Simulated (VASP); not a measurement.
# NaGeCl3 (Pm-3m) in VASP: notebook

The runs below take NaGeCl3 through single point, with r2SCAN, PBE.

Everything below comes from runs of VASP 6.6.1. Logs are shortened: lines on timing, memory, paths and dates and some standing lists are left out, and cuts for length are marked.

**1. The cell of the first run**

Symmetry: Pm-3m, No. 221, cubic system. Conventional cell: a = 5.293 Å, b = 5.293 Å, c = 5.293 Å, α = 90.00°, β = 90.00°, γ = 90.00°. Na (site symmetry m-3m) has 12 Cl at 3.74 Å and 8 Ge at 4.58 Å within 4.9 Å. Ge (site symmetry m-3m) has 6 Cl at 2.65 Å within 3.5 Å. Within 3.5 Å of Cl (site symmetry 4/mmm) lie 2 Ge at 2.65 Å.

**2. Single point, r2SCAN (29.65 Å³/atom)**

POSCAR reads:

```
NaGeCl3
1.0
    5.2926780958      0.0000000000      0.0000000000
    0.0000000000      5.2926780958      0.0000000000
    0.0000000000      0.0000000000      5.2926780958
Na Ge Cl
1 1 3
Direct
    0.0000000000      0.0000000000      0.0000000000
    0.5000000000      0.5000000000      0.5000000000
    0.5000000000      0.5000000000      0.0000000000
    0.5000000000      0.0000000000      0.5000000000
    0.0000000000      0.5000000000      0.5000000000
```

INCAR.step1 reads:

```
SYSTEM = NaGeCl3
  PREC = Accurate
  ENCUT = 520
  ISMEAR = 0
  SIGMA = 0.01
  LREAL = .FALSE.
  LASPH = .TRUE.
  NELM = 100
  NBANDS = 29
  GGA = PE
  ALGO = Normal
  EDIFF = 1E-4
  LWAVE = .TRUE.
  LCHARG = .FALSE.
```

INCAR.step2 reads:

```
SYSTEM = NaGeCl3
  PREC = Accurate
  ENCUT = 520
  EDIFF = 1E-7
  ISMEAR = 0
  SIGMA = 0.01
  LREAL = .FALSE.
  LASPH = .TRUE.
  NELM = 100
  ALGO = Normal
  ISIF = 2
  LWAVE = .FALSE.
  LCHARG = .FALSE.
  METAGGA = R2SCAN
  LMIXTAU = .TRUE.
  NBANDS = 29
  ISTART = 1
```

KPOINTS reads:

```
regular mesh
0
G
  4 4 4
  0 0 0
```

Potentials or basis: VASP PAW PBE potentials, release 64 (Na_pv, Ge_d, Cl).

Launch:

```sh
$ cat potpaw_PBE.64/Na_pv/POTCAR potpaw_PBE.64/Ge_d/POTCAR potpaw_PBE.64/Cl/POTCAR > POTCAR
$ cp INCAR.step1 INCAR
$ mpirun -np 1 vasp_std > vasp.out
$ cp INCAR.step2 INCAR
$ mpirun -np 1 vasp_std > vasp.out
```

OUTCAR:

```text
SYSTEM = NaGeCl3
   PREC = Accurate
   ENCUT = 520
   EDIFF = 1E-7
   ISMEAR = 0
   LREAL = .FALSE.
   LASPH = .TRUE.
   NELM = 100
   ISIF = 2
   METAGGA = R2SCAN
   ISTART = 1

 ion  position               nearest neighbor table
   1  0.000  0.000  0.000-
   2  0.500  0.500  0.500-   3 2.65   4 2.65   5 2.65   3 2.65   4 2.65   5 2.65
   3  0.500  0.500  0.000-   2 2.65   2 2.65
   4  0.500  0.000  0.500-   2 2.65   2 2.65
   5  0.000  0.500  0.500-   2 2.65   2 2.65

  LATTYP: Found a simple cubic cell.
 ALAT       =     5.2926780958

  Lattice vectors:

 A1 = (   5.2926780958,   0.0000000000,   0.0000000000)
 A2 = (   0.0000000000,   5.2926780958,   0.0000000000)
 A3 = (   0.0000000000,   0.0000000000,   5.2926780958)

Analysis of symmetry for initial positions (statically):
=====================================================================
 Subroutine PRICEL returns:
 Original cell was already a primitive cell.

 Routine SETGRP: Setting up the symmetry group for a
 simple cubic supercell.

 Subroutine GETGRP returns: Found 48 space group operations
 (whereof 48 operations were pure point group operations)
 out of a pool of 48 trial point group operations.

The static configuration has the point symmetry O_h .

Analysis of symmetry for dynamics (positions and initial velocities):
=====================================================================
 Subroutine PRICEL returns:
 Original cell was already a primitive cell.

 Routine SETGRP: Setting up the symmetry group for a
 simple cubic supercell.

 Subroutine GETGRP returns: Found 48 space group operations
 (whereof 48 operations were pure point group operations)
 out of a pool of 48 trial point group operations.

The dynamic configuration has the point symmetry O_h .

 Subroutine INISYM returns: Found 48 space group operations
 (whereof 48 operations are pure point group operations),
 and found     1 'primitive' translations

----------------------------------------------------------------------------------------

                                     Primitive cell

  volume of cell :     148.2608

  direct lattice vectors                    reciprocal lattice vectors
     5.292678096  0.000000000  0.000000000     0.188940265  0.000000000  0.000000000
     0.000000000  5.292678096  0.000000000     0.000000000  0.188940265  0.000000000
     0.000000000  0.000000000  5.292678096     0.000000000  0.000000000  0.188940265

  length of vectors
     5.292678096  5.292678096  5.292678096     0.188940265  0.188940265  0.188940265

  position of ions in fractional coordinates (direct lattice)
     0.000000000  0.000000000  0.000000000
     0.500000000  0.500000000  0.500000000
     0.500000000  0.500000000  0.000000000
     0.500000000  0.000000000  0.500000000
     0.000000000  0.500000000  0.500000000

  ion indices of the primitive-cell ions
   primitive index   ion index
                 1           1
                 2           2
                 3           3
                 4           4
                 5           5

----------------------------------------------------------------------------------------

 KPOINTS: regular mesh

Automatic generation of k-mesh.
 Grid dimensions read from file:
 generate k-points for:    4    4    4

 Generating k-lattice:

  Cartesian coordinates                     Fractional coordinates (reciprocal lattice)
     0.047235066  0.000000000  0.000000000     0.250000000  0.000000000  0.000000000
     0.000000000  0.047235066  0.000000000     0.000000000  0.250000000  0.000000000
     0.000000000  0.000000000  0.047235066     0.000000000  0.000000000  0.250000000

  Length of vectors
     0.047235066  0.047235066  0.047235066

  Shift w.r.t. Gamma in fractional coordinates (k-lattice)
     0.000000000  0.000000000  0.000000000

 Subroutine IBZKPT returns following result:
 ===========================================

 Found     10 irreducible k-points:

 Following reciprocal coordinates:
            Coordinates               Weight
  0.000000  0.000000  0.000000      1.000000
  0.250000  0.000000  0.000000      6.000000
  0.500000  0.000000  0.000000      3.000000
  0.250000  0.250000  0.000000     12.000000
  0.500000  0.250000  0.000000     12.000000
  0.500000  0.500000  0.000000      3.000000
  0.250000  0.250000  0.250000      8.000000
  0.500000  0.250000  0.250000     12.000000
  0.500000  0.500000  0.250000      6.000000
  0.500000  0.500000  0.500000      1.000000
   k-points           NKPTS =     10   k-points in BZ     NKDIM =     10   number of bands    NBANDS=     29
   number of dos      NEDOS =    301   number of ions     NIONS =      5
   total plane-waves  NPLWV =  64000
   dimension x,y,z NGX =    40 NGY =   40 NGZ =   40
   dimension x,y,z NGXF=    80 NGYF=   80 NGZF=   80
   ions per type =               1   1   3
   NGX,Y,Z   is equivalent  to a cutoff of  12.56, 12.56, 12.56 a.u.
   NGXF,Y,Z  is equivalent  to a cutoff of  25.13, 25.13, 25.13 a.u.
 SYSTEM =  NaGeCl3
   PREC   = accura    normal or accurate (medium, high low for compatibility)
   ISTART =      1    job   : 0-new  1-cont  2-samecut
   ICHARG =      0    charge: 1-file 2-atom 10-const
   ISPIN  =      1    spin polarized calculation?
   LNONCOLLINEAR =      F non collinear calculations
   LSORBIT =      F    spin-orbit coupling
   LASPH  =      T    aspherical Exc in radial PAW
   ENCUT  =  520.0 eV  38.22 Ry    6.18 a.u.   9.84  9.84  9.84*2*pi/ulx,y,z
   NELM   =    100;   NELMIN=  2; NELMDL=  0     # of ELM steps
   EDIFF  = 0.1E-06   stopping-criterion for ELM
   LREAL  =      F    real-space projection
   EDIFFG = 0.1E-05   stopping-criterion for IOM
   NSW    =      0    number of steps for IOM
   IBRION =     -1    ionic relax: 0-MD 1-quasi-New 2-CG
   NFREE  =      0    steps in history (QN), initial steepest desc. (CG)
   ISIF   =      2    stress and relaxation
   ISYM   =      2    0-nonsym 1-usesym 2-fastsym
   POTIM  = 0.5000    time-step for ionic-motion
   TEBEG  =    0.0;   TEEND  =   0.0 temperature during run
   PSTRESS=    0.0 pullay stress
   NELECT =      42.0000    total number of electrons
   NUPDOWN=      -1.0000    fix difference up-down
   EMIN   =  10.00;   EMAX   =-10.00  energy-range for DOS
   EFERMI =   0.00;   METHOD = LEGACY
   ISMEAR =     0;   SIGMA  =   0.01  broadening in eV -4-tet -1-fermi 0-gaus
   EFERMI_NEDOS =   21; number of points for ismear=-14 and -15
   IALGO  =     38    algorithm
   IMIX   =      4    mixing-type and parameters
     AMIX     =   0.40;   BMIX     =  1.00
     AMIX_MAG =   1.60;   BMIX_MAG =  1.00
  volume/ion in A,a.u.               =      29.65       200.10
  Fermi-wavevector in a.u.,A,eV,Ry     =   1.075183  2.031802 15.728591  1.156019
  Thomas-Fermi vector in A             =   2.211032
   LORBIT       =      0    0 simple, 1 ext, 2 COOP (PROOUT), +10 PAW based schemes
   METAGGA = R2SCAN    functional components
   LHFCALC =     F    Hartree Fock is set to
   AEXX    =    0.0000 exact exchange contribution
   IVDW    =     0    specifies the selected vdW correction
   LEPSILON=     F    determine dielectric tensor
   LRPA    =     F    only Hartree local field effects (RPA)
 non-spin polarized calculation
 Gauss-broadening in eV      SIGMA  =   0.01
  energy-cutoff  :      520.00
  volume of cell :      148.26
 maximum number of plane-waves:      4032
 NGX is ok and might be reduce to    40
   NGX = 19   NGY = 19   NGZ = 19

 number of electron      41.9999987 magnetization

 Free energy of the ion-electron system (eV)
  ---------------------------------------------------
  ext. energy  EPLUGINS =         0.00000000
  ---------------------------------------------------
  free energy    TOTEN  =       -41.39847740 eV

  energy without entropy =      -41.39847740  energy(sigma->0) =      -41.39847740

 E-fermi :   1.6378     XC(G=0):  -7.9480

 val. band max:        1.5570247027   @ k =   0.5000   0.5000   0.5000
 cond. band min:       2.6685280840   @ k =   0.5000   0.5000   0.5000
 fundamental gap:      1.1115033813
 Fermi energy:         1.6377888390

 k-point     1 :       0.0000    0.0000    0.0000
  band No.  band energies     occupation
      1     -24.7919      2.00000
      2     -24.7919      2.00000
      3     -24.7919      2.00000
      4     -24.6529      2.00000
      5     -24.6529      2.00000
      6     -24.6356      2.00000
[... 21 lines left out ...]
     28       7.8662      0.00000
     29       7.8662      0.00000

 k-point     2 :       0.2500    0.0000    0.0000
  band No.  band energies     occupation
      1     -24.7920      2.00000
      2     -24.7919      2.00000
      3     -24.7919      2.00000
      4     -24.6529      2.00000
      5     -24.6517      2.00000
      6     -24.6357      2.00000
[... 21 lines left out ...]
     28       8.2250      0.00000
     29       8.2263      0.00000

 k-point     3 :       0.5000    0.0000    0.0000
  band No.  band energies     occupation
      1     -24.7921      2.00000
      2     -24.7919      2.00000
      3     -24.7919      2.00000
      4     -24.6529      2.00000
      5     -24.6505      2.00000
      6     -24.6357      2.00000
[... 21 lines left out ...]
     28       8.1547      0.00000
     29       8.3857      0.00000

 k-point     4 :       0.2500    0.2500    0.0000
  band No.  band energies     occupation
      1     -24.7920      2.00000
      2     -24.7920      2.00000
      3     -24.7919      2.00000
      4     -24.6523      2.00000
      5     -24.6511      2.00000
      6     -24.6357      2.00000
[... 149 lines left out ...]
     28       8.3960      0.00000
     29       9.7861      0.00000

 k-point     9 :       0.5000    0.5000    0.2500
  band No.  band energies     occupation
      1     -24.7921      2.00000
      2     -24.7921      2.00000
      3     -24.7920      2.00000
      4     -24.6505      2.00000
      5     -24.6493      2.00000
      6     -24.6358      2.00000
[... 21 lines left out ...]
     28       8.2280      0.00000
     29       9.8260      0.00000

 k-point    10 :       0.5000    0.5000    0.5000
  band No.  band energies     occupation
      1     -24.7921      2.00000
      2     -24.7921      2.00000
      3     -24.7921      2.00000
      4     -24.6493      2.00000
      5     -24.6493      2.00000
      6     -24.6358      2.00000
[... 21 lines left out ...]
     28       8.5982      0.00000
     29       9.4393      0.00000

------------------------ aborting loop because EDIFF is reached ----------------------------------------

  FORCE on cell =-STRESS in cart. coord.  units (eV):
  Direction    XX          YY          ZZ          XY          YZ          ZX
  --------------------------------------------------------------------------------------
  -------------------------------------------------------------------------------------
  Total       -1.4959845     -1.4959845     -1.4959845     -0.0000000     -0.0000000      0.0000000
  in kB      -16.1663223    -16.1663223    -16.1663223     -0.0000000     -0.0000000      0.0000000
  external PRESSURE =     -16.1663223 kB  Pullay stress =       0.0000000 kB

 VOLUME and BASIS-vectors are now :
 -----------------------------------------------------------------------------
  energy-cutoff  :      520.00
  volume of cell :      148.26
      direct lattice vectors                 reciprocal lattice vectors
     5.292678096  0.000000000  0.000000000     0.188940265  0.000000000  0.000000000
     0.000000000  5.292678096  0.000000000     0.000000000  0.188940265  0.000000000
     0.000000000  0.000000000  5.292678096     0.000000000  0.000000000  0.188940265

 POSITION                                       TOTAL-FORCE (eV/Angst)
 -----------------------------------------------------------------------------------
      0.00000      0.00000      0.00000         0.000000      0.000000      0.000000
      2.64634      2.64634      2.64634         0.000000      0.000000      0.000000
      2.64634      2.64634      0.00000         0.000000      0.000000      0.000000
      2.64634      0.00000      2.64634         0.000000      0.000000      0.000000
      0.00000      2.64634      2.64634         0.000000      0.000000      0.000000
 -----------------------------------------------------------------------------------
    total drift:                               -0.000000      0.000000     -0.000000

  FREE ENERGIE OF THE ION-ELECTRON SYSTEM (eV)
  ---------------------------------------------------
  free  energy   TOTEN  =       -41.3984773965 eV

  energy  without entropy=      -41.3984773965  energy(sigma->0) =      -41.39847740
```

It took 64 s on 1 thread of Intel Xeon 6975P-C (Granite Rapids), shared host; peak memory 0.28 GiB.

Results:

| Quantity | Value |
| --- | --- |
| Free energy | -41.3985 eV |
| Pressure | -1.6 GPa |
| Band gap on the k mesh | 1.11 eV |

Caveat: the PAW data sets were made with another functional, which shifts forces and pressure a little. A k mesh can miss the band edges.

**3. Single point, PBE**

This run uses another cell than the first one, of 27.97 Å³/atom.

INCAR reads:

```
SYSTEM = NaGeCl3
PREC = Accurate ; ENCUT = 520
EDIFF = 1E-6 ; ISMEAR = 0
SIGMA = 0.01 ; LREAL = .False.
LASPH = .True. ; NELM = 80
ALGO = Normal ; ISIF = 2
LWAVE = .False. ; LCHARG = .False.
GGA = PE ; NBANDS = 29
```

KPOINTS reads:

```
Automatic mesh
0
Gamma
  6 6 6
  0 0 0
```

POSCAR, as its differences from that of step 2:

```diff
@@ -2,5 +2,5 @@
 1.0
-    5.2926780958      0.0000000000      0.0000000000
-    0.0000000000      5.2926780958      0.0000000000
-    0.0000000000      0.0000000000      5.2926780958
+    5.1908704749      0.0000000000      0.0000000000
+    0.0000000000      5.1908704749      0.0000000000
+    0.0000000000      0.0000000000      5.1908704749
 Na Ge Cl
```

Potentials or basis: VASP PAW PBE potentials, release 64 (Na_pv, Ge_d, Cl).

Launch:

```sh
$ cat potpaw_PBE.64/Na_pv/POTCAR potpaw_PBE.64/Ge_d/POTCAR potpaw_PBE.64/Cl/POTCAR > POTCAR
$ mpirun -np 1 vasp_std > vasp.out
```

It took 25 s on 1 thread of Intel Xeon 6975P-C (Granite Rapids), shared host; peak memory 0.27 GiB.

The run converged. Its results:

```yaml
Free_energy: -16.6816 eV
Pressure: 0.5 GPa
Band_gap_on_the_k_mesh: 0.67 eV
```

Levels at points of the mesh, in eV from the valence-band top:
| k point | band 17 | band 18 | band 19 | band 20 | band 21 | band 22 | band 23 | band 24 | band 25 | band 26 |
| --- | --- | --- | --- | --- | --- | --- | --- | --- | --- | --- |
| (0.00, 0.00, 0.00) | -3.54 | -3.54 | -3.47 | -3.47 | -3.47 | 1.14 | 5.35 | 5.35 | 5.44 | 5.44 |
| (0.50, 0.00, 0.00) | -3.87 | -3.68 | -3.48 | -3.48 | -2.34 | 1.68 | 2.80 | 3.64 | 4.99 | 4.99 |
| (0.50, 0.50, 0.00) | -3.93 | -3.85 | -3.85 | -2.94 | -1.13 | 1.23 | 1.23 | 3.12 | 4.49 | 4.94 |
| (0.50, 0.50, 0.50) | -3.92 | -2.93 | -2.93 | -2.93 | 0.00 | 0.67 | 0.67 | 0.67 | 2.08 | 6.36 |

A k mesh can miss the band edges.
